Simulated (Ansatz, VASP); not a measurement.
# BeS in VASP and in Ansatz

The input INCAR:

```
PREC = Accurate ; ENCUT = 520
EDIFF = 1E-6 ; ISMEAR = -1
SIGMA = 0.03 ; LREAL = False
LASPH = True ; NELM = 60
ALGO = Normal ; ISIF = 2
LWAVE = False ; LCHARG = False
GGA = PE ; NBANDS = 11
```

KPOINTS

```
Automatic mesh
0
Gamma
  10 10 10
```

The input POSCAR:

```
BeS
1.0
    0.0000000000      2.1006298304      2.1006298304
    2.1006298304      0.0000000000      2.1006298304
    2.1006298304      2.1006298304      0.0000000000
Be S
1 1
Direct
    0.0000000000      0.0000000000      0.0000000000
    0.2500000000      0.2500000000      0.2500000000
```

Input for Ansatz:

```yaml
crystal:
  lattice:
    - [0.0, 2.1006298304, 2.1006298304]
    - [2.1006298304, 0.0, 2.1006298304]
    - [2.1006298304, 2.1006298304, 0.0]
  atoms:
    - { symbol: Be, position: [0.0, 0.0, 0.0] }
    - { symbol: S, position: [0.25, 0.25, 0.25] }
kpoints:
  mp_grid: { grid: [10, 10, 10] }
  band_path:
    path:
      - [0.0, 0.0, 0.0]
      - [-0.5, -0.5, 0.0]
      - [-0.375, -0.375, 0.25]
      - [-0.375, 0.0, 0.375]
      - [0.0, 0.0, 0.0]
      - [0.0, 0.0, 0.5]
      - [-0.5, -0.25, 0.25]
      - [-0.5, -0.5, 0.0]
    npoints: 6
scf:
  occupations: { method: fermi_dirac, width: 0.03 }
hamiltonian:
  xc: pbe
  pseudopotentials: { kind: all_electron, lapw: { basis_error: 0.001 } }
output:
  forces: true
  stress: true
  eigenvalues: true
  populations: true
```

Change from the starting cell: volume scaled by 0.65, LAPW.

Alike in both runs: task single point; functional PBE; k mesh 10 × 10 × 10; occupations fermi-dirac, width 0.03 eV; no spin polarisation.

|  | VASP | Ansatz |
| --- | --- | --- |
| version | VASP 6.6.1 | Ansatz 0.2.0 |
| potentials or method | VASP PAW PBE potentials, release 64 (Be, S), cutoff 520 eV | all-electron LAPW, scalar-relativistic |

|  | VASP | Ansatz | Ansatz less VASP |
| --- | --- | --- | --- |
| gap on the k mesh at the Fermi level (eV) | 1.69 | 1.70 | +0.005 |
| pressure (GPa) | 94.9 | 94.9 | +0.01 |

Both programs put the cell under a high pressure, so it lies far from rest at this level. Ansatz ran all-electron here, and VASP with PAW potentials.

Noted on VASP's run: the cell as given lies far from equilibrium.
